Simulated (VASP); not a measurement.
Here is a VASP 6.6.1 calculation.

The input INCAR:

```
ALGO = Fast ; EDIFF = 1E-7
ENCUT = 520 ; ISIF = 2
ISMEAR = 0 ; LASPH = T
LCHARG = F ; LREAL = F
LWAVE = F ; NBANDS = 12
NELM = 80 ; PREC = Accurate
SIGMA = 0.15
```

KPOINTS

```
k-points
0
Gamma
  22 22 22
```

The input POSCAR:

```
Zn
1.0
   -1.5455014450      1.5455014450      1.5690370000
    1.5455014450     -1.5455014450      1.5690370000
    1.5455014450      1.5455014450     -1.5690370000
Zn
1
Direct
    0.0000000000      0.0000000000      0.0000000000
```

Potentials or basis: VASP PAW LDA potentials, release 64 (Zn).

Launch:

```sh
$ cat potpaw_LDA.64/Zn/POTCAR > POTCAR
$ mpirun -np 1 vasp_std > vasp.out
```

Question: Predict the pressure.

Answer: -6.2 GPa.

Question: What does it give for the band gap on the k mesh?

Answer: Zero (band 6 reaches 7.00 eV, above the bottom of band 7 at 2.03 eV).

Stress tensor (GPa, compression positive):
```
-6.46  0.00  0.00
 0.00 -6.46  0.00
 0.00  0.00 -5.71
```

Caveat: the cell differs from its parent crystal (strain -0.015 along x and y, +0.000 along z).
